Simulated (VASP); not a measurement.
Zr: single point with revPBE

Zr:

```
Zr
1.0
     3.24874    0.00000    0.00000
    -1.62437    2.81349    0.00000
     0.00000    0.00000    5.20625
Zr
2
Direct
  0.66667 0.33333 0.75000
  0.33333 0.66667 0.25000
```

* Program: VASP 6.6.1
* Task: single point
* Functional: revPBE
* Potentials or basis: VASP PAW PBE potentials, release 64 (Zr_sv)
* Cutoff: 520 eV
* k mesh: 9 × 9 × 5
* Occupations: fermi-dirac, width 0.05 eV
* Spin: no spin polarisation
* Dipole correction: no
* Further INCAR settings: ALGO = Normal; EDIFF = 1e-07; NBANDS = 19

```json
{
  "Pressure": "0.0 GPa",
  "Band gap on the k mesh": "zero (band 12 reaches 9.69 eV, above the bottom of band 13 at 8.54 eV)"
}
```

Levels at points of the mesh, in eV from the Fermi level:
```csv
k point,band 9,band 10,band 11,band 12,band 13,band 14,band 15,band 16
"(0.00, 0.00, 0.00)",-5.62,-2.98,0.87,0.87,0.95,1.02,1.53,1.53
```

It took 22 s on 1 thread of Intel(R) Xeon(R) Platinum 8375C CPU @ 2.90GHz (Ice Lake), with other jobs on the host, peak memory 0.17 GiB.

Caveat: the PAW data sets were made with another functional, which shifts forces and pressure a little.
